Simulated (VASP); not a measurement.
Here is a VASP 6.6.1 calculation.

The input INCAR:

```
SYSTEM = Nb
PREC = Accurate
ENCUT = 500
EDIFF = 1E-6
ISMEAR = 1
SIGMA = 0.1
LREAL = .False.
LASPH = .True.
NELM = 120
ALGO = Normal
ISIF = 2
LWAVE = .False.
LCHARG = .True.
GGA = PE
LELF = .True.
LVHAR = .True.
NBANDS = 12
GGA_COMPAT = .False.
```

Contents of KPOINTS:

```
regular mesh
0
Gamma
  11 11 11
  0 0 0
```

The input POSCAR:

```
Nb
1.0
   -1.6858465900      1.6858465900      1.6858465900
    1.6858465900     -1.6858465900      1.6858465900
    1.6858465900      1.6858465900     -1.6858465900
Nb
1
Direct
    0.0000000000      0.0000000000      0.0000000000
```

Potentials or basis: VASP PAW PBE potentials, release 64 (Nb_sv).

Run with:

```console
$ cat potpaw_PBE.64/Nb_sv/POTCAR > POTCAR
$ mpirun -np 1 vasp_std > vasp.out
```

**Question.** What does it give for the pressure?

**Answer.** -8.3 GPa.
